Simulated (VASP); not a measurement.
Cu2IBr:

```xyz
4
Lattice="1.9685 1.1365 6.3876 -1.9685 1.1365 6.3876 0.0000 -2.2731 6.3876" Properties=species:S:1:pos:R:3 pbc="T T T"
I     0.0000    0.0000    0.0000
Br    0.0000    0.0000    9.5814
Cu    0.0000    0.0000    4.7721
Cu    0.0000    0.0000   14.3907
```

| Item | Value |
| --- | --- |
| Program | VASP 6.6.1 |
| Task | relaxation of cell and atoms |
| Functional | PBEsol |
| Dispersion | D4 |
| Potentials or basis | VASP PAW PBE potentials, release 64 (I, Br, Cu) |
| Cutoff | 600 eV |
| k mesh | 8 × 8 × 8 |
| Occupations | fermi-dirac, width 0.05 eV |
| Spin | no spin polarisation |

At the start: pressure -4.7 GPa; volume 21.44 Å³/atom.

Task: How do energy, volume and symmetry change on relaxing?

Result: Over 10 steps the energy falls by 30.0 meV/atom and the volume is 19.59 Å³/atom (-8.6 %); space group R-3m (No. 166, to 0.1 Å) before and after.

The path:
```csv
step,energy change (eV),largest force (eV/Å),pressure (GPa),volume (Å³)
1,0.0000,0.0134,-4.74,85.75
2,-0.1156,0.1164,0.34,78.12
3,-0.1161,0.1097,0.06,78.51
4,-0.1161,0.1073,-0.06,78.65
5,-0.1173,0.0903,-0.06,78.62
6,-0.1195,0.0397,-0.04,78.52
7,-0.1187,0.0559,0.01,78.33
8,-0.1200,0.0033,-0.06,78.45
9,-0.1200,0.0029,0.12,78.29
10,-0.1200,0.0029,0.02,78.38
```

Final structure:
```cif
data_structure
_symmetry_space_group_name_H-M 'P 1'
_symmetry_Int_Tables_number 1
_cell_length_a 6.5409
_cell_length_b 6.5409
_cell_length_c 6.5409
_cell_angle_alpha 34.090
_cell_angle_beta 34.090
_cell_angle_gamma 34.090
_cell_volume 78.38
loop_
_atom_site_label
_atom_site_type_symbol
_atom_site_fract_x
_atom_site_fract_y
_atom_site_fract_z
_atom_site_occupancy
I1 I 0.00000 0.00000 0.00000 1
Br1 Br 0.50000 0.50000 0.50000 1
Cu1 Cu 0.24727 0.24727 0.24727 1
Cu2 Cu 0.75273 0.75273 0.75273 1
```

Caveat: the PAW data sets were made with another functional, which shifts forces and pressure a little.
